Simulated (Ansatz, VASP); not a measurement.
Ta4Mo in VASP and in Ansatz

```
CELL_PARAMETERS angstrom
-2.49801 2.49801 4.02558
2.49801 -2.49801 4.02558
2.49801 2.49801 -4.02558
ATOMIC_POSITIONS crystal
Ta 0.31505 0.31505 0.00000
Ta 0.68495 0.68495 0.00000
Ta 0.50000 0.00000 0.50000
Ta 0.00000 0.50000 0.50000
Mo 0.00000 0.00000 0.00000
```

Change from the starting cell: species swapped into the SnF4 type (I4/mmm, No. 139).

Alike in both runs: functional PBE; k mesh 6 × 6 × 6; occupations gaussian, width 0.1 eV; no spin polarisation.

Ansatz relaxed the structure, and its values are those at the end. VASP's run is a single point on that final structure, the one shown.

|  | VASP | Ansatz |
| --- | --- | --- |
| version | VASP 6.6.1 | Ansatz 0.2.0 |
| potentials or method | VASP PAW PBE potentials, release 64 (Ta_pv, Mo_sv), cutoff 520 eV | scalar-relativistic, plane waves, PAW |
| valence electrons in the cell | 58 | 66 |

Ansatz gave:

- gap on the k mesh at the Fermi level (eV): none
- pressure (GPa): 0.0
- rms of the force components (eV/Å): 0.004

Which values does VASP return?

gap on the k mesh at the Fermi level (eV): none; pressure (GPa): 0.3; rms of the force components (eV/Å): 0.006.

A gap of «none» marks a metal or a gap that the smearing closes. VASP's potentials hold 58 valence electrons a cell and Ansatz's 66, so a difference there can come from the potentials and not from the codes.

Spin-orbit coupling is off throughout.
